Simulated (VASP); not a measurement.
# Cl (Fd-3m) in VASP: notebook

Cl is run at these levels: PBE+D3(BJ); tasks: single point, relaxation of cell and atoms.

Program: VASP 6.6.1. These are calculated values, not measurements. Logs are shortened: lines on timing, memory, paths and dates and some standing lists are left out, and cuts for length are marked.

**1. The cell of the first run**

The structure is cubic, space group Fd-3m (No. 227). The conventional cell has a = 6.367 Å, b = 6.367 Å, c = 6.367 Å, α = 90.00°, β = 90.00°, γ = 90.00°. Cl (site symmetry -43m) has 4 Cl at 2.76 Å within 3.6 Å.

**2. Single point, PBE+D3(BJ)**

File INCAR:

```
SYSTEM = Cl
ALGO     = Normal         ! electronic algorithm
EDIFF    = 1E-6           ! SCF threshold, eV
ENCUT    = 500            ! plane-wave cutoff, eV
GGA      = PE             ! functional
GGA_COMPAT= .False.      
ISIF     = 2              ! what is computed and relaxed
ISMEAR   = 1              ! smearing method
IVDW     = 12             ! dispersion correction
LASPH    = .True.         ! aspherical terms in the spheres
LCHARG   = .True.         ! write CHGCAR
LELF     = .True.         ! ELF
LREAL    = .False.        ! projectors in reciprocal space
LVHAR    = .True.       
LWAVE    = .False.        ! write WAVECAR
NBANDS   = 14             ! bands
NELM     = 120            ! most SCF steps
PREC     = Accurate       ! precision mode
SIGMA    = 0.02           ! smearing width, eV
```

File KPOINTS:

```
k-points
0
Gamma
  7 7 7
  0 0 0
```

File POSCAR:

```
Cl
1.0
    0.0000000000      3.1837041490      3.1837041490
    3.1837041490      0.0000000000      3.1837041490
    3.1837041490      3.1837041490      0.0000000000
Cl
2
Direct
    0.0000000000      0.0000000000      0.0000000000
    0.2500000000      0.2500000000      0.2500000000
```

Potentials or basis: VASP PAW PBE potentials, release 64 (Cl).

Run with:

```
> cat potpaw_PBE.64/Cl/POTCAR > POTCAR
> mpirun -np 1 vasp_std > vasp.out
```

OUTCAR:

```text
SYSTEM = Cl
   EDIFF = 1E-6
   ENCUT = 500
   GGA = PE
   ISIF = 2
   ISMEAR = 1
   IVDW = 12
   LASPH = .True.
   LREAL = .False.
   NELM = 120
   PREC = Accurate
 IVDW          = 12

 ion  position               nearest neighbor table
   1  0.000  0.000  0.000-
   2  0.250  0.250  0.250-

  LATTYP: Found a face centered cubic cell.
 ALAT       =     6.3674082980

  Lattice vectors:

 A1 = (   0.0000000000,   3.1837041490,   3.1837041490)
 A2 = (   3.1837041490,   0.0000000000,   3.1837041490)
 A3 = (   3.1837041490,   3.1837041490,   0.0000000000)

Analysis of symmetry for initial positions (statically):
=====================================================================
 Subroutine PRICEL returns:
 Original cell was already a primitive cell.

 Routine SETGRP: Setting up the symmetry group for a
 face centered cubic supercell.

 Subroutine GETGRP returns: Found 48 space group operations
 (whereof 24 operations were pure point group operations)
 out of a pool of 48 trial point group operations.

The static configuration has the point symmetry T_d .
 The point group associated with its full space group is O_h .

Analysis of symmetry for dynamics (positions and initial velocities):
=====================================================================
 Subroutine PRICEL returns:
 Original cell was already a primitive cell.

 Routine SETGRP: Setting up the symmetry group for a
 face centered cubic supercell.

 Subroutine GETGRP returns: Found 48 space group operations
 (whereof 24 operations were pure point group operations)
 out of a pool of 48 trial point group operations.

The dynamic configuration has the point symmetry T_d .
 The point group associated with its full space group is O_h .

 Subroutine INISYM returns: Found 48 space group operations
 (whereof 24 operations are pure point group operations),
 and found     1 'primitive' translations

----------------------------------------------------------------------------------------

                                     Primitive cell

  volume of cell :      64.5399

  direct lattice vectors                    reciprocal lattice vectors
     0.000000000  3.183704149  3.183704149    -0.157049769  0.157049769  0.157049769
     3.183704149  0.000000000  3.183704149     0.157049769 -0.157049769  0.157049769
     3.183704149  3.183704149  0.000000000     0.157049769  0.157049769 -0.157049769

  length of vectors
[... 86 lines left out ...]
   TEBEG  =    0.0;   TEEND  =   0.0 temperature during run
   PSTRESS=    0.0 pullay stress
   NELECT =      14.0000    total number of electrons
   NUPDOWN=      -1.0000    fix difference up-down
   EMIN   =  10.00;   EMAX   =-10.00  energy-range for DOS
   EFERMI =   0.00;   METHOD = LEGACY
   ISMEAR =     1;   SIGMA  =   0.02  broadening in eV -4-tet -1-fermi 0-gaus
   EFERMI_NEDOS =   21; number of points for ismear=-14 and -15
   IALGO  =     38    algorithm
   IMIX   =      4    mixing-type and parameters
     AMIX     =   0.40;   BMIX     =  1.00
     AMIX_MAG =   1.60;   BMIX_MAG =  1.00
  volume/ion in A,a.u.               =      32.27       217.77
  Fermi-wavevector in a.u.,A,eV,Ry     =   0.983652  1.858833 13.164606  0.967571
  Thomas-Fermi vector in A             =   2.114826
   LORBIT       =      0    0 simple, 1 ext, 2 COOP (PROOUT), +10 PAW based schemes
   GGA     = PE    functional components
   LHFCALC =     F    Hartree Fock is set to
   AEXX    =    0.0000 exact exchange contribution
   IVDW    =    12    specifies the selected vdW correction
   LEPSILON=     F    determine dielectric tensor
   LRPA    =     F    only Hartree local field effects (RPA)
 non-spin polarized calculation
 Methfessel and Paxton  Order N= 1 SIGMA  =   0.02
  energy-cutoff  :      500.00
  volume of cell :       64.54
 maximum number of plane-waves:      1652
 NGX is ok and might be reduce to    36
   NGX = 17   NGY = 17   NGZ = 17

 number of electron      13.9999997 magnetization

 Free energy of the ion-electron system (eV)
  ---------------------------------------------------
  ext. energy  EPLUGINS =         0.00000000
  ---------------------------------------------------
  free energy    TOTEN  =        -1.96868556 eV

  energy without entropy =       -1.96882872  energy(sigma->0) =       -1.96873328

 E-fermi :  -0.9408     XC(G=0):  -7.2337

 val. band max:       -0.9447446197   @ k =   0.4286   0.1429   0.0000
 cond. band min:      -0.9210306831   @ k =   0.4286   0.2857   0.1429
 fundamental gap:      0.0237139366
 Fermi energy:        -0.9408373229

 k-point     1 :       0.0000    0.0000    0.0000
  band No.  band energies     occupation
      1     -16.2454      2.00000
      2     -13.6150      2.00000
      3      -3.7924      2.00000
      4      -3.7924      2.00000
      5      -3.7924      2.00000
      6      -1.8457      2.00000
      7      -1.8457      2.00000
      8      -1.8457      2.00000
      9       5.4793      0.00000
     10       9.5656      0.00000
     11       9.5656      0.00000
     12      11.1926      0.00000
     13      11.1926      0.00000
     14      11.1926      0.00000
[... 309 lines left out ...]
      1     -15.2349      2.00000
      2     -14.8831      2.00000
      3      -4.8595      2.00000
      4      -4.6222      2.00000
      5      -2.9250      2.00000
      6      -2.2984      2.00000
      7      -0.7747     -0.00000
      8      -0.6530     -0.00000
      9       7.1106      0.00000
     10       7.5186      0.00000
     11      10.1459      0.00000
     12      11.5311      0.00000
     13      12.1345      0.00000
     14      12.9522      0.00000

------------------------ aborting loop because EDIFF is reached ----------------------------------------

 Edisp (eV)   -0.25566

 E8    (eV) :    -0.0824

  FORCE on cell =-STRESS in cart. coord.  units (eV):
  Direction    XX          YY          ZZ          XY          YZ          ZX
  --------------------------------------------------------------------------------------
  -------------------------------------------------------------------------------------
  Total      -0.02413    -0.02413    -0.02413     0.00000     0.00000     0.00000
  in kB      -0.59911    -0.59911    -0.59911     0.00000     0.00000     0.00000
  external pressure =       -0.60 kB  Pullay stress =        0.00 kB

 VOLUME and BASIS-vectors are now :
 -----------------------------------------------------------------------------
  energy-cutoff  :      500.00
  volume of cell :       64.54
      direct lattice vectors                 reciprocal lattice vectors
     0.000000000  3.183704149  3.183704149    -0.157049769  0.157049769  0.157049769
     3.183704149  0.000000000  3.183704149     0.157049769 -0.157049769  0.157049769
     3.183704149  3.183704149  0.000000000     0.157049769  0.157049769 -0.157049769

 POSITION                                       TOTAL-FORCE (eV/Angst)
 -----------------------------------------------------------------------------------
      0.00000      0.00000      0.00000         0.000000      0.000000      0.000000
      1.59185      1.59185      1.59185        -0.000000     -0.000000     -0.000000
 -----------------------------------------------------------------------------------
    total drift:                                0.000000      0.000000      0.000000

  FREE ENERGIE OF THE ION-ELECTRON SYSTEM (eV)
  ---------------------------------------------------
  free  energy   TOTEN  =        -2.2243465752 eV

  energy  without entropy=       -2.2244897409  energy(sigma->0) =       -2.22439430
```

It took 9.6 s on 1 thread of Intel Xeon Platinum 8488C (Sapphire Rapids), shared host; peak memory 0.2 GiB.

What came out:

| Quantity | Value |
| --- | --- |
| Free energy | -2.2243 eV |
| Pressure | -0.1 GPa |
| Band gap on the k mesh | zero (bands 7 and 8 overlap by 1.22 eV) |
| Dispersion energy per atom | -0.128 eV |

**3. Relaxation of cell and atoms, PBE+D3(BJ)**

This run uses another cell than the first one, of 29.08 Å³/atom.

File INCAR:

```
PREC = Accurate
ENCUT = 500
EDIFF = 1E-7
ISMEAR = 1
SIGMA = 0.02
LREAL = F
LASPH = T
NELM = 120
ALGO = Normal
ISIF = 3
LWAVE = F
LCHARG = F
GGA = PE
IVDW = 12
IBRION = 2
NSW = 80
EDIFFG = -0.01
GGA_COMPAT = F
NELMIN = 4
```

File KPOINTS:

```
regular mesh
0
Gamma
  7 7 7
```

File POSCAR:

```
Cl
1.0
    0.0000000000      3.0750000000      3.0750000000
    3.0750000000      0.0000000000      3.0750000000
    3.0750000000      3.0750000000      0.0000000000
Cl
2
Direct
    0.0000000000      0.0000000000      0.0000000000
    0.2500000000      0.2500000000      0.2500000000
```

Potentials or basis: VASP PAW PBE potentials, release 64 (Cl).

Run with:

```
> cat potpaw_PBE.64/Cl/POTCAR > POTCAR
> mpirun -np 1 vasp_std > vasp.out
```

It took 15 s on 1 thread of Intel Xeon Platinum 8488C (Sapphire Rapids), shared host; peak memory 0.17 GiB.

It converged, with:

| Item | Value |
| --- | --- |
| Free energy | -2.2212 eV |
| Relaxed volume | 32.16 Å³/atom |
| Relaxed cell | a = 4.497 Å, b = 4.497 Å, c = 4.497 Å, α = 60.00°, β = 60.00°, γ = 60.00° |
| Space group after relaxing (to 0.1 Å) | Fd-3m (No. 227) |
| Energy gained by relaxing | 23.3 meV/atom |
| Ionic steps | 4 |
| Pressure after relaxing | 0.0 GPa |
| Band gap on the k mesh | zero (bands 7 and 8 overlap by 1.23 eV) |
| Dispersion energy per atom | -0.128 eV |

Step by step:
```
step  energy change (eV)  largest force (eV/Å)  pressure (GPa)  volume (Å³)
   1              0.0000                0.0000            2.67        58.15
   2             -0.0425                0.0000            0.71        62.33
   3             -0.0466                0.0000           -0.07        64.52
   4             -0.0467                0.0000            0.00        64.31
```

Final structure:
```
Cl
1.0
     0.00000    3.17997    3.17997
     3.17997    0.00000    3.17997
     3.17997    3.17997    0.00000
Cl
2
Direct
  0.00000 0.00000 0.00000
  0.25000 0.25000 0.25000
```

Levels at points of the mesh, in eV from the Fermi level:
| k point | band 3 | band 4 | band 5 | band 6 | band 7 | band 8 | band 9 | band 10 | band 11 |
| --- | --- | --- | --- | --- | --- | --- | --- | --- | --- |
| (0.00, 0.00, 0.00) | -2.87 | -2.87 | -2.87 | -0.91 | -0.91 | -0.91 | 6.42 | 10.50 | 10.50 |
